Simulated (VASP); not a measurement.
# Gd (Fm-3m) in VASP: single point with PBE+U

Aim: the single point of Gd with PBE+U.

Program: VASP 6.6.1. These are calculated values, not measurements. Logs are shortened: lines on timing, memory, paths and dates and some standing lists are left out, and cuts for length are marked.

## Step 1: The cell of the first run

Symmetry: Fm-3m, No. 225, cubic system. Conventional cell: a = 5.281 Å, b = 5.281 Å, c = 5.281 Å, α = 90.00°, β = 90.00°, γ = 90.00°. Within 4.9 Å of Gd (site symmetry m-3m) lie 12 Gd at 3.73 Å.

## Step 2: Single point, PBE+U, collinear spin, ferromagnetic start

INCAR reads:

```
PREC = Accurate
ENCUT = 520
EDIFF = 1E-6
ISMEAR = 0
SIGMA = 0.05
LREAL = False
LASPH = True
NELM = 150
ALGO = Normal
ISIF = 2
LWAVE = False
LCHARG = False
ISPIN = 2
MAGMOM = 8.28
LORBIT = 11
LMAXMIX = 6
LDAU = True
LDAUTYPE = 2
LDAUL = 3
LDAUU = 6
LDAUJ = 0
LDAUPRINT = 1
GGA = PE
NBANDS = 19
```

KPOINTS reads:

```
Automatic mesh
0
Gamma
  8 8 8
```

POSCAR reads:

```
Gd
1.0
    0.0000000000      2.6406107987      2.6406107987
    2.6406107987      0.0000000000      2.6406107987
    2.6406107987      2.6406107987      0.0000000000
Gd
1
Direct
    0.0000000000      0.0000000000      0.0000000000
```

Potentials or basis: VASP PAW PBE potentials, release 64 (Gd).

Command:

```
$ cat potpaw_PBE.64/Gd/POTCAR > POTCAR
$ mpirun -np 1 vasp_std > vasp.out
```

OUTCAR:

```text
PREC = Accurate
   ENCUT = 520
   EDIFF = 1E-6
   ISMEAR = 0
   LREAL = False
   LASPH = True
   NELM = 150
   ISIF = 2
   ISPIN = 2
   LORBIT = 11
   GGA = PE

 ion  position               nearest neighbor table
   1  0.000  0.000  0.000-

  LATTYP: Found a face centered cubic cell.
 ALAT       =     5.2812215974

  Lattice vectors:

 A1 = (   0.0000000000,   2.6406107987,   2.6406107987)
 A2 = (   2.6406107987,   0.0000000000,   2.6406107987)
 A3 = (   2.6406107987,   2.6406107987,   0.0000000000)

Analysis of symmetry for initial positions (statically):
=====================================================================
 Subroutine PRICEL returns:
 Original cell was already a primitive cell.

 Routine SETGRP: Setting up the symmetry group for a
 face centered cubic supercell.

 Subroutine GETGRP returns: Found 48 space group operations
 (whereof 48 operations were pure point group operations)
 out of a pool of 48 trial point group operations.

The static configuration has the point symmetry O_h .

Analysis of symmetry for dynamics (positions and initial velocities):
=====================================================================
 Subroutine PRICEL returns:
 Original cell was already a primitive cell.

 Routine SETGRP: Setting up the symmetry group for a
 face centered cubic supercell.

 Subroutine GETGRP returns: Found 48 space group operations
 (whereof 48 operations were pure point group operations)
 out of a pool of 48 trial point group operations.

The dynamic configuration has the point symmetry O_h .

Analysis of structural, dynamic, and magnetic symmetry:
=====================================================================
 Subroutine PRICEL returns:
 Original cell was already a primitive cell.

 Routine SETGRP: Setting up the symmetry group for a
 face centered cubic supercell.

 Subroutine GETGRP returns: Found 48 space group operations
 (whereof 48 operations were pure point group operations)
 out of a pool of 48 trial point group operations.

The overall configuration has the point symmetry O_h .

 Subroutine INISYM returns: Found 48 space group operations
 (whereof 48 operations are pure point group operations),
 and found     1 'primitive' translations

----------------------------------------------------------------------------------------

                                     Primitive cell

  volume of cell :      36.8250

  direct lattice vectors                    reciprocal lattice vectors
     0.000000000  2.640610799  2.640610799    -0.189350131  0.189350131  0.189350131
     2.640610799  0.000000000  2.640610799     0.189350131 -0.189350131  0.189350131
     2.640610799  2.640610799  0.000000000     0.189350131  0.189350131 -0.189350131

  length of vectors
     3.734387604  3.734387604  3.734387604     0.327964047  0.327964047  0.327964047

  position of ions in fractional coordinates (direct lattice)
     0.000000000  0.000000000  0.000000000

  ion indices of the primitive-cell ions
   primitive index   ion index
                 1           1

[... 92 lines left out ...]
  volume/ion in A,a.u.               =      36.83       248.51
  Fermi-wavevector in a.u.,A,eV,Ry     =   1.289589  2.436970 22.627025  1.663039
  Thomas-Fermi vector in A             =   2.421472
   LORBIT       =     11    0 simple, 1 ext, 2 COOP (PROOUT), +10 PAW based schemes
 LDA+U is selected, type is set to LDAUTYPE =  2
   angular momentum for each species LDAUL =     3
   U (eV)           for each species LDAUU =   6.0
   J (eV)           for each species LDAUJ =   0.0
   GGA     = PE    functional components
   LHFCALC =     F    Hartree Fock is set to
   AEXX    =    0.0000 exact exchange contribution
   IVDW    =     0    specifies the selected vdW correction
   LEPSILON=     F    determine dielectric tensor
   LRPA    =     F    only Hartree local field effects (RPA)
 spin polarized calculation
 Gauss-broadening in eV      SIGMA  =   0.05
  energy-cutoff  :      520.00
  volume of cell :       36.83
 maximum number of plane-waves:      1002
   NGX = 13   NGY = 13   NGZ = 13

atom =   1  type =  1  l = 3

 onsite density matrix

spin component  1

  0.9903  0.0000  0.0002  0.0000 -0.0000 -0.0000  0.0000
  0.0000  0.9909  0.0000 -0.0000  0.0000  0.0000 -0.0000
  0.0002  0.0000  0.9902  0.0000  0.0000 -0.0000  0.0000
  0.0000 -0.0000  0.0000  0.9905 -0.0000 -0.0000 -0.0000
 -0.0000  0.0000  0.0000 -0.0000  0.9902  0.0000 -0.0002
 -0.0000  0.0000 -0.0000 -0.0000  0.0000  0.9900 -0.0000
  0.0000 -0.0000  0.0000 -0.0000 -0.0002 -0.0000  0.9903

spin component  2

  0.0005 -0.0000  0.0001  0.0000  0.0000  0.0000  0.0000
 -0.0000  0.0002 -0.0000  0.0000  0.0000  0.0000  0.0000
  0.0001 -0.0000  0.0005 -0.0000 -0.0000  0.0000 -0.0000
  0.0000  0.0000 -0.0000  0.0006  0.0000  0.0000  0.0000
  0.0000  0.0000 -0.0000  0.0000  0.0005 -0.0000 -0.0001
  0.0000  0.0000  0.0000  0.0000 -0.0000  0.0004 -0.0000
  0.0000  0.0000 -0.0000  0.0000 -0.0001 -0.0000  0.0005

 occupancies and eigenvectors

  o =  0.0002  v =  0.0000  0.0000  0.0000  0.0000  0.0000  0.0000  0.0000 -0.0000 -1.0000 -0.0000  0.0000  0.0000  0.0000  0.0000      0.0000  0.0000  0.0000  0.0000  0.0000  0.0000  0.0000  0.0000  0.0000  0.0000  0.0000  0.0000  0.0000  0.0000
  o =  0.0004  v =  0.0000  0.0000  0.0000  0.0000  0.0000  0.0000  0.0000  0.6124  0.0000 -0.7906 -0.0000 -0.0003  0.0003 -0.0002      0.0000  0.0000  0.0000  0.0000  0.0000  0.0000  0.0000  0.0000  0.0000  0.0000  0.0000  0.0000  0.0000  0.0000
  o =  0.0004  v =  0.0000  0.0000  0.0000  0.0000  0.0000  0.0000  0.0000 -0.0002  0.0000  0.0002 -0.0000  0.0009  1.0000  0.0007      0.0000  0.0000  0.0000  0.0000  0.0000  0.0000  0.0000  0.0000  0.0000  0.0000  0.0000  0.0000  0.0000  0.0000
  o =  0.0004  v =  0.0000  0.0000  0.0000  0.0000  0.0000  0.0000  0.0000  0.0002  0.0000 -0.0003 -0.0000  0.7906 -0.0011  0.6124      0.0000  0.0000  0.0000  0.0000  0.0000  0.0000  0.0000  0.0000  0.0000  0.0000  0.0000  0.0000  0.0000  0.0000
  o =  0.0006  v =  0.0000  0.0000  0.0000  0.0000  0.0000  0.0000  0.0000 -0.7906  0.0000 -0.6124 -0.0001 -0.0000 -0.0000  0.0001      0.0000  0.0000  0.0000  0.0000  0.0000  0.0000  0.0000  0.0000  0.0000  0.0000  0.0000  0.0000  0.0000  0.0000
  o =  0.0006  v =  0.0000  0.0000  0.0000  0.0000  0.0000  0.0000  0.0000  0.0001  0.0000  0.0000  0.0001 -0.6124  0.0000  0.7906      0.0000  0.0000  0.0000  0.0000  0.0000  0.0000  0.0000  0.0000  0.0000  0.0000  0.0000  0.0000  0.0000  0.0000
  o =  0.0006  v =  0.0000  0.0000  0.0000  0.0000  0.0000  0.0000  0.0000  0.0001 -0.0000  0.0001 -1.0000 -0.0001 -0.0000  0.0001      0.0000  0.0000  0.0000  0.0000  0.0000  0.0000  0.0000  0.0000  0.0000  0.0000  0.0000  0.0000  0.0000  0.0000
  o =  0.9900  v =  0.0000  0.0000 -0.0000 -0.0000  0.7906 -0.0005  0.6124  0.0000  0.0000  0.0000  0.0000  0.0000  0.0000  0.0000      0.0000  0.0000  0.0000  0.0000  0.0000  0.0000  0.0000  0.0000  0.0000  0.0000  0.0000  0.0000  0.0000  0.0000
  o =  0.9900  v = -0.6124  0.0000  0.7906  0.0000 -0.0000 -0.0000  0.0000  0.0000  0.0000  0.0000  0.0000  0.0000  0.0000  0.0000      0.0000  0.0000  0.0000  0.0000  0.0000  0.0000  0.0000  0.0000  0.0000  0.0000  0.0000  0.0000  0.0000  0.0000
  o =  0.9900  v =  0.0000 -0.0000  0.0000  0.0000  0.0004  1.0000  0.0003  0.0000  0.0000  0.0000  0.0000  0.0000  0.0000  0.0000      0.0000  0.0000  0.0000  0.0000  0.0000  0.0000  0.0000  0.0000  0.0000  0.0000  0.0000  0.0000  0.0000  0.0000
  o =  0.9905  v =  0.0000 -0.0000  0.0000  0.0031  0.6124  0.0000 -0.7906  0.0000  0.0000  0.0000  0.0000  0.0000  0.0000  0.0000      0.0000  0.0000  0.0000  0.0000  0.0000  0.0000  0.0000  0.0000  0.0000  0.0000  0.0000  0.0000  0.0000  0.0000
  o =  0.9905  v = -0.7906 -0.0000 -0.6124 -0.0000  0.0000  0.0000 -0.0000  0.0000  0.0000  0.0000  0.0000  0.0000  0.0000  0.0000      0.0000  0.0000  0.0000  0.0000  0.0000  0.0000  0.0000  0.0000  0.0000  0.0000  0.0000  0.0000  0.0000  0.0000
  o =  0.9905  v =  0.0000 -0.0000 -0.0000  1.0000 -0.0019 -0.0000  0.0025  0.0000  0.0000  0.0000  0.0000  0.0000  0.0000  0.0000      0.0000  0.0000  0.0000  0.0000  0.0000  0.0000  0.0000  0.0000  0.0000  0.0000  0.0000  0.0000  0.0000  0.0000
  o =  0.9909  v =  0.0000  1.0000 -0.0000  0.0000  0.0000  0.0000 -0.0000  0.0000  0.0000  0.0000  0.0000  0.0000  0.0000  0.0000      0.0000  0.0000  0.0000  0.0000  0.0000  0.0000  0.0000  0.0000  0.0000  0.0000  0.0000  0.0000  0.0000  0.0000

 number of electron      18.0000003 magnetization       7.8449735

 Free energy of the ion-electron system (eV)
  ---------------------------------------------------
  ext. energy  EPLUGINS =         0.00000000
  ---------------------------------------------------
  free energy    TOTEN  =       -11.34482295 eV

  energy without entropy =      -11.34356601  energy(sigma->0) =      -11.34419448

 E-fermi :   2.5842     XC(G=0):  -9.5253

 val. band max:        2.5765812123   @ k =  -0.3750   0.5000   0.1250
 cond. band min:       2.6177018994   @ k =   0.2500   0.1250   0.0000
 fundamental gap:      0.0411206872
 Fermi energy:         2.5842440366

 spin component 1

 k-point     1 :       0.0000    0.0000    0.0000
  band No.  band energies     occupation
      1     -43.2158      1.00000
      2     -20.2805      1.00000
      3     -20.2805      1.00000
      4     -20.2805      1.00000
      5      -5.8503      1.00000
      6      -5.8053      1.00000
[... 1049 lines left out ...]
     18      10.0230      0.00000
     19      13.9716      0.00000

 [... further k-points ...]
[... 5 lines left out ...]
  --------------------------------------------------------------------------------------
  -------------------------------------------------------------------------------------
  Total       -0.5512453     -0.5512453     -0.5512453      0.0000000      0.0000000      0.0000000
  in kB      -23.9834861    -23.9834861    -23.9834861      0.0000000      0.0000000      0.0000000
  external PRESSURE =     -23.9834861 kB  Pullay stress =       0.0000000 kB

 VOLUME and BASIS-vectors are now :
 -----------------------------------------------------------------------------
  energy-cutoff  :      520.00
  volume of cell :       36.83
      direct lattice vectors                 reciprocal lattice vectors
     0.000000000  2.640610799  2.640610799    -0.189350131  0.189350131  0.189350131
     2.640610799  0.000000000  2.640610799     0.189350131 -0.189350131  0.189350131
     2.640610799  2.640610799  0.000000000     0.189350131  0.189350131 -0.189350131

 POSITION                                       TOTAL-FORCE (eV/Angst)
 -----------------------------------------------------------------------------------
      0.00000      0.00000      0.00000         0.000000      0.000000     -0.000000
 -----------------------------------------------------------------------------------
    total drift:                               -0.000000     -0.000000     -0.000000

  FREE ENERGIE OF THE ION-ELECTRON SYSTEM (eV)
  ---------------------------------------------------
  free  energy   TOTEN  =       -11.3448229496 eV

  energy  without entropy=      -11.3435660139  energy(sigma->0) =      -11.34419448

 total charge

# of ion       s       p       d       f       tot
--------------------------------------------------
    1        2.069   5.577   0.551   6.930  15.128

 magnetization (x)

# of ion       s       p       d       f       tot
--------------------------------------------------
    1        0.000  -0.055   0.243   6.924   7.113
```

It took 52 s on 1 thread of Intel Xeon Platinum 8259CL at 2.50GHz (Skylake/Cascade Lake), shared host; peak memory 0.19 GiB.

Results:

* Free energy: -11.3448 eV
* Pressure: -2.4 GPa
* Net moment: 7.84 μB per cell
* Site moments: Gd +7.11 μB
* Valence electrons inside the program's atomic spheres: Gd 15.13

Eigenvalues of the final occupation matrices:
| site | spin | trace | eigenvalues |
| --- | --- | --- | --- |
| site 1 f | 1 | 6.93 | 0.99 0.99 0.99 0.99 0.99 0.99 0.99 |
| site 1 f | 2 | 0.00 | 0.00 0.00 0.00 0.00 0.00 0.00 0.00 |

Caveat: spin-orbit coupling is left out, which moves the levels of the heavy elements.
